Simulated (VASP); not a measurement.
The system is YZr2O2.

```xyz
5
Lattice="4.0600 0.0000 0.0000 -2.0300 3.5161 0.0000 0.0000 0.0000 5.6216" Properties=species:S:1:pos:R:3 pbc="T T T"
Y     0.0000    0.0000    0.1605
Zr    0.0000    2.3441    3.0342
Zr    2.0300    1.1720    3.0342
O     0.0000    2.3441    0.3362
O     2.0300    1.1720    0.3362
```

```yaml
Program: VASP 6.6.1
Task: relaxation of cell and atoms
Functional: PBE
Potentials_or_basis: VASP PAW PBE potentials, release 64 (Y_sv, Zr_sv, O)
Cutoff: 600 eV
k_mesh: 6 × 6 × 4
Occupations: gaussian, width 0.1 eV
Spin: no spin polarisation
```

At the start: pressure 12.0 GPa; volume 16.05 Å³/atom.

Question: Where does the relaxation end?

Answer: Over 14 steps the energy falls by 1382.7 meV/atom and the volume is 17.86 Å³/atom (+11.3 %); space group P6/mmm (No. 191, to 0.05 Å).

Step by step:
```tsv
step	energy change (eV)	largest force (eV/Å)	pressure (GPa)	volume (Å³)
1	0.0000	0.5860	12.01	80.25
2	-3.7907	0.4635	-11.14	93.03
3	-6.1461	0.7185	-12.33	102.60
4	1.6695	5.9249	74.03	82.56
5	-6.4591	1.6546	-6.11	99.00
6	-6.4749	1.7865	-5.04	98.48
7	-6.4807	1.9383	-3.77	97.89
8	-6.7120	1.2731	6.34	88.45
9	-6.8360	0.1464	1.17	91.62
10	-6.8071	0.2060	-5.62	92.38
11	-6.8935	0.0942	-2.17	91.98
12	-6.9130	0.0827	-0.08	89.37
13	-6.9130	0.0824	-0.02	89.30
14	-6.9134	0.0385	0.06	89.29
```

Final structure:
```cif
data_structure
_symmetry_space_group_name_H-M 'P 1'
_symmetry_Int_Tables_number 1
_cell_length_a 5.0127
_cell_length_b 5.0127
_cell_length_c 4.1035
_cell_angle_alpha 90.000
_cell_angle_beta 90.000
_cell_angle_gamma 120.000
_cell_volume 89.29
loop_
_atom_site_label
_atom_site_type_symbol
_atom_site_fract_x
_atom_site_fract_y
_atom_site_fract_z
_atom_site_occupancy
Y1 Y 0.00000 0.00000 0.04381 1
Zr1 Zr 0.33333 0.66667 0.54592 1
Zr2 Zr 0.66667 0.33333 0.54592 1
O1 O 0.33333 0.66667 0.04600 1
O2 O 0.66667 0.33333 0.04600 1
```

Caveat: an odd number of electrons without spin polarisation forces a metal; a magnetic or distorted state may lie lower.
